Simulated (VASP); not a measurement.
# Al (a cell with a defect): single point with r2SCAN

The system is Al (a cell with a defect).

```xyz
31
Lattice="8.1000 0.0000 0.0000 0.0000 8.1000 0.0000 0.0000 0.0000 8.1000" Properties=species:S:1:pos:R:3 pbc="T T T"
Al    4.0266   -0.0066   -0.0155
Al    6.0794    2.0543   -0.0192
Al    0.0326   -0.0067   -0.0156
Al    2.0294    2.0496   -0.0513
Al    4.0239    4.0641   -0.0223
Al    6.0794    6.0780    0.0009
Al    2.0296   -0.0093    2.0142
Al    3.9642    2.0537    1.9876
Al    6.0794    4.0411    2.0326
Al    3.9743   -0.0290    4.0704
Al    6.0796    1.8107    3.8128
Al    6.0795    0.0159    6.0578
Al    0.0350    4.0639   -0.0222
Al    2.0296    6.0690   -0.0062
Al    0.0946    2.0533    1.9877
Al    2.0294    4.0750    2.0245
Al    4.0292    6.0603    2.0162
Al    0.0849   -0.0291    4.0706
Al    2.0296    2.0462    4.0694
Al    4.0452    4.0350    4.0693
Al    6.0798    6.0468    4.0820
Al    2.0295    0.0002    6.0930
Al    4.0457    2.0476    6.0611
Al    6.0794    4.0354    6.0635
Al    0.0299    6.0601    2.0162
Al    0.0139    4.0350    4.0693
Al    2.0296    6.0318    4.0713
Al    0.0132    2.0476    6.0612
Al    2.0294    4.0594    6.0804
Al    4.0238    6.0556    6.0861
Al    0.0353    6.0554    6.0860
```

```json
{"Program": "VASP 6.6.1", "Task": "single point", "Functional": "r2SCAN", "Potentials or basis": "VASP PAW PBE potentials, release 64 (Al)", "Cutoff": "520 eV", "k mesh": "2 × 2 × 2", "Occupations": "fermi-dirac, width 0.05 eV", "Spin": "no spin polarisation"}
```

* Pressure: -4.2 GPa
* Largest force: 0.512 eV/Å
* Band gap on the k mesh: zero (an odd number of electrons rules out a gap without spin polarisation)

Forces on the atoms (eV/Å):
```
Al   0.002  0.004 -0.023
Al  -0.001  0.012 -0.043
Al  -0.004  0.006 -0.022
Al   0.002 -0.008  0.007
Al   0.008 -0.019 -0.020
Al   0.005 -0.012 -0.021
Al   0.001 -0.002 -0.005
Al   0.070 -0.033  0.028
Al   0.002  0.004 -0.029
Al   0.049  0.018 -0.025
Al  -0.001  0.338  0.385
Al   0.001 -0.032  0.009
Al  -0.012 -0.019 -0.018
Al   0.004 -0.018 -0.022
Al  -0.069 -0.033  0.027
Al  -0.001 -0.027 -0.008
Al  -0.004 -0.016  0.003
Al  -0.052  0.018 -0.026
Al  -0.001 -0.002 -0.003
Al   0.001 -0.012 -0.013
Al  -0.001 -0.019  0.004
Al   0.001 -0.003 -0.022
Al   0.002 -0.014 -0.023
Al   0.002 -0.037 -0.045
Al   0.001 -0.015  0.004
Al  -0.002 -0.012 -0.015
Al   0.001  0.000 -0.008
Al  -0.001 -0.016 -0.023
Al   0.003 -0.011 -0.013
Al   0.009 -0.019 -0.020
Al  -0.012 -0.019 -0.020
```

Stress tensor (GPa, compression positive):
```
-4.18  0.00  0.00
 0.00 -4.20  0.09
 0.00  0.09 -4.20
```

Levels at points of the mesh, in eV from the Fermi level:
```tsv
k point	band 42	band 43	band 44	band 45	band 46	band 47	band 48	band 49	band 50	band 51
(0.00, 0.00, 0.00)	-0.43	-0.17	-0.14	-0.14	0.39	0.54	0.56	0.59	0.64	0.68
(0.50, 0.00, 0.00)	-0.52	-0.44	-0.14	-0.14	-0.13	-0.10	-0.09	0.06	0.40	0.62
(0.00, 0.50, 0.00)	-0.56	-0.49	-0.13	-0.10	-0.07	-0.06	0.02	0.02	0.28	0.57
(0.00, 0.00, 0.50)	-0.56	-0.49	-0.13	-0.10	-0.07	-0.05	0.02	0.03	0.28	0.57
(0.50, 0.50, 0.00)	-0.94	-0.84	-0.83	0.03	0.04	0.10	0.80	1.26	1.31	1.31
(0.00, 0.50, 0.50)	-0.96	-0.93	-0.92	0.05	0.06	0.10	0.81	1.28	1.31	1.31
(0.50, 0.00, 0.50)	-0.94	-0.84	-0.83	0.03	0.04	0.11	0.80	1.26	1.30	1.31
(0.50, 0.50, 0.50)	-0.45	-0.43	-0.43	-0.42	-0.40	-0.36	-0.36	-0.25	-0.11	-0.02
```

Run time: 31 min on 1 thread of Oxide Virtual Turin-like Processor, with other jobs on the host, peak memory 0.58 GiB.

Caveat: the k points lie up to 0.39 Å⁻¹ apart, too coarse for converged energies and pressures of a metal; the PAW data sets were made with another functional, which shifts forces and pressure a little.
